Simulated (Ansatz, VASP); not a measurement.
## Two plane-wave programs on Fe

```
Fe
1.0
     4.28106    0.00000    0.00000
     0.00000    4.28106    0.00000
     0.00000    0.00000    4.28106
Fe
8
Cartesian
  0.0000 4.2811 0.0000
  2.1405 2.1405 2.1405
  1.0703 0.0000 2.1405
  3.2108 0.0000 2.1405
  2.1405 1.0703 0.0000
  2.1405 3.2108 0.0000
  4.2811 2.1405 1.0703
  4.2811 2.1405 3.2108
```

Alike in both runs: functional LDA; k mesh 6 × 6 × 6; occupations fermi-dirac, width 0.1 eV; no spin polarisation.

Ansatz relaxed the structure, and its values are those at the end. VASP's run is a single point on that final structure, the one shown.

|  | VASP | Ansatz |
| --- | --- | --- |
| version | VASP 6.6.1 | Ansatz 0.2.0 |
| potentials or method | VASP PAW LDA potentials, release 64 (Fe), cutoff 520 eV | plane waves (420 eV) with PAW, scalar-relativistic |
| valence electrons in the cell | 64 | 128 |

```tsv
	VASP	Ansatz	Ansatz less VASP
pressure (GPa)	-0.4	0.0	+0.40
```

Ansatz warns that its potentials were made for another functional, while VASP's fit it. LDA's correlation is that of Perdew and Zunger in VASP and of Perdew and Wang (1992) in Ansatz. VASP's potentials hold 64 valence electrons a cell and Ansatz's 128, so a difference there can come from the potentials and not from the codes.
